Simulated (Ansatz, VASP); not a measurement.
**One calculation of InAs, two programs**

File INCAR:

```
SYSTEM = InAs
  PREC = Accurate
  ENCUT = 600
  EDIFF = 1E-7
  ISMEAR = -1
  SIGMA = 0.15
  LREAL = .False.
  LASPH = .True.
  NELM = 60
  ALGO = Normal
  ISIF = 3
  LWAVE = .False.
  LCHARG = .False.
  GGA = PE
  IBRION = 2
  NSW = 80
  EDIFFG = -0.001
```

The input KPOINTS:

```
Automatic mesh
0
Gamma
  12 12 12
  0 0 0
```

POSCAR

```
InAs
1.0
    0.0000000000      3.0933796584      3.0933796584
    3.0933796584      0.0000000000      3.0933796584
    3.0933796584      3.0933796584      0.0000000000
In As
1 1
Direct
    0.0000000000      0.0000000000      0.0000000000
    0.7500000000      0.7500000000      0.7500000000
```

Input for Ansatz:

```yaml
crystal:
  lattice:
    - [0.0, 3.09337966, 3.09337966]
    - [3.09337966, 0.0, 3.09337966]
    - [3.09337966, 3.09337966, 0.0]
  atoms:
    - { symbol: In, position: [0.0, 0.0, 0.0] }
    - { symbol: As, position: [0.75, 0.75, 0.75] }
basis:
  ecutwfc: 420
kpoints:
  mp_grid: { grid: [12, 12, 12] }
hamiltonian:
  xc: pbe
scf:
  occupations: { method: fermi_dirac, width: 0.15 }
output:
  forces: true
  stress: true
  eigenvalues: true
relax:
  adjacent_minimum: "off"
  f_tol: 0.001
  max_steps: 60
  cell: { stress_tol: 0.01 }
```

Alike in both runs: task relaxation of cell and atoms; functional PBE; k mesh 12 × 12 × 12; occupations fermi-dirac, width 0.15 eV; no spin polarisation.

|  | VASP | Ansatz |
| --- | --- | --- |
| version | VASP 6.6.1 | Ansatz 0.2.0 |
| potentials or method | VASP PAW PBE potentials, release 64 (In_d, As), cutoff 600 eV | scalar-relativistic, plane waves, PAW |
| valence electrons in the cell | 18 | 28 |

```tsv
	VASP	Ansatz	Ansatz less VASP
gap on the k mesh at the Fermi level, each at its own relaxed structure (eV)	none	none	-
relaxed volume (Å³/atom)	29.65	29.61	-0.035
relaxed length of the cell vector where the two differ most in proportion (Å)	4.377	4.375	-0.0017
```

A gap of «none» marks a metal or a gap that the smearing closes. VASP's potentials hold 18 valence electrons a cell and Ansatz's 28, so a difference there can come from the potentials and not from the codes.
